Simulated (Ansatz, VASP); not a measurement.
**BaSi3: VASP beside Ansatz**

File INCAR:

```
ALGO = Normal
EDIFF = 1E-6
ENCUT = 520
GGA = PS
ISIF = 2
ISMEAR = 0
LASPH = T
LCHARG = T
LELF = T
LREAL = F
LVHAR = T
LWAVE = F
NBANDS = 19
NELM = 100
PREC = Accurate
SIGMA = 0.05
```

File KPOINTS:

```
k-points
0
Gamma
  8 8 8
```

POSCAR

```
BaSi3
1.0
    4.5322782050      0.0000000000      0.0000000000
    0.0000000000      4.5322782050      0.0000000000
    0.0000000000      0.0000000000      4.5322782050
Ba Si
1 3
Direct
    0.0000000000      0.0000000000      0.0000000000
    0.0000000000      0.5000000000      0.5000000000
    0.5000000000      0.5000000000      0.0000000000
    0.5000000000      0.0000000000      0.5000000000
```

Input for Ansatz:

```yaml
crystal:
  lattice:
    - [4.532278205, 0.0, 0.0]
    - [0.0, 4.532278205, 0.0]
    - [0.0, 0.0, 4.532278205]
  atoms:
    - { symbol: Ba, position: [0.0, 0.0, 0.0] }
    - { symbol: Si, position: [0.0, 0.5, 0.5] }
    - { symbol: Si, position: [0.5, 0.5, 0.0] }
    - { symbol: Si, position: [0.5, 0.0, 0.5] }
basis:
  ecutwfc: 420
  ecutrho_ratio: 4
kpoints:
  mp_grid: { grid: [8, 8, 8] }
hamiltonian:
  xc: pbesol
scf:
  occupations: { method: gaussian, width: 0.05 }
output:
  forces: true
  stress: true
  eigenvalues: true
```

Alike in both runs: task single point; functional PBEsol; k mesh 8 × 8 × 8; occupations gaussian, width 0.05 eV; no spin polarisation.

|  | VASP | Ansatz |
| --- | --- | --- |
| version | VASP 6.6.1 | Ansatz 0.2.0 |
| potentials or method | VASP PAW PBE potentials, release 64 (Ba_sv, Si), cutoff 520 eV | scalar-relativistic, plane waves, PAW |
| valence electrons in the cell | 22 | 22 |

```tsv
	VASP	Ansatz	Ansatz less VASP
gap on the k mesh at the Fermi level (eV)	none	none	-
pressure (GPa)	-3.2	-4.0	-0.76
```

VASP's potentials were made for PBE, not for PBEsol. A gap of «none» marks a metal or a gap that the smearing closes. The functional is the same, so the differences come from potentials, cutoffs and numerics.

Neither program's run includes spin-orbit coupling.
